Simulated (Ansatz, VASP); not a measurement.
One calculation of MoNO, two programs

```xyz
6
Lattice="2.8346 0.0000 0.0000 0.0000 2.8346 0.0000 0.0000 0.0000 7.1761" Properties=species:S:1:pos:R:3 pbc="T T T"
Mo    0.0000    1.4173    6.4585
Mo    1.4173    0.0000    0.7176
O     0.0000    1.4173    2.4040
O     1.4173    0.0000    4.7721
N     0.0000    1.4173    4.4277
N     1.4173    0.0000    2.7485
```

Alike in both runs: task single point; functional PBE; k mesh 6 × 6 × 3; occupations gaussian, width 0.2873 eV; no spin polarisation.

|  | VASP | Ansatz |
| --- | --- | --- |
| version | VASP 6.6.1 | Ansatz 0.2.0 |
| potentials or method | VASP PAW PBE potentials, release 64 (Mo_sv, O, N), cutoff 600 eV | PAW plane waves |
| valence electrons in the cell | 50 | 50 |

```csv
,VASP,Ansatz,Ansatz less VASP
gap on the k mesh at the Fermi level (eV),none,none,-
rms of the force components (eV/Å),2.093,2.083,-0.0096
```

Atom by atom the forces differ by 0.027 eV/Å (rms over components). A gap of «none» marks a metal or a gap that the smearing closes. With one functional, cell and mesh, what is left measures potentials, basis and numerics.

The k mesh is coarse, so the values compare programs but aren't converged.
